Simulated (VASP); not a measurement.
The system is BAs.

```
CELL_PARAMETERS angstrom
0.00000 2.39187 2.39187
2.39187 0.00000 2.39187
2.39187 2.39187 0.00000
ATOMIC_POSITIONS crystal
B 0.00000 0.00000 0.00000
As 0.25000 0.25000 0.25000
```

Base run:

| Item | Value |
| --- | --- |
| Program | VASP 6.6.1 |
| Functional | PBE0 |
| Potentials or basis | VASP PAW PBE potentials, release 64 (B, As) |
| Cutoff | 520 eV |
| k mesh | 6 × 6 × 6 |
| Occupations | gaussian, width 0.01 eV |
| Spin | no spin polarisation |

Its results: band gap on the k mesh 2.65 eV, indirect (least direct gap 4.81 eV); pressure -1.3 GPa.

The run is repeated on the same cell with these changes: functional from PBE0 to HSE06. What comes out?

Band gap on the k mesh 1.95 eV, indirect (least direct gap 4.11 eV); pressure -1.2 GPa.

Caveats: the PAW data sets were made with another functional, which shifts forces and pressure a little.

A k mesh can miss the band edges.
